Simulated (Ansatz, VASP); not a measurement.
## AlNi: VASP beside Ansatz

```
Al Ni
1.0
     2.56681    0.00000    0.00000
     0.00000    2.56681    0.00000
     0.00000    0.00000    3.62947
Al Ni
1 1
Direct
  0.00000 0.00000 0.00000
  0.50000 0.50000 0.50000
```

Alike in both runs: task single point; functional PBEsol; k mesh 18 × 18 × 18; occupations gaussian, width 0.15 eV; no spin polarisation.

|  | VASP | Ansatz |
| --- | --- | --- |
| version | VASP 6.6.1 | Ansatz 0.2.0 |
| potentials or method | VASP PAW PBE potentials, release 64 (Al, Ni), cutoff 520 eV | scalar-relativistic, plane waves, PAW |
| valence electrons in the cell | 13 | 21 |

VASP gave:

* gap on the k mesh at the Fermi level (eV): none
* pressure (GPa): -0.2
* traceless stress, the component that is largest in VASP (GPa): -13.06

Question: Which values does Ansatz return?

Answer: gap on the k mesh at the Fermi level (eV): none; pressure (GPa): -0.6; traceless stress, the component that is largest in VASP (GPa): -12.90.

VASP's potentials were made for PBE, not for PBEsol. A gap of «none» marks a metal or a gap that the smearing closes. VASP's potentials hold 13 valence electrons a cell and Ansatz's 21, so a difference there can come from the potentials and not from the codes.
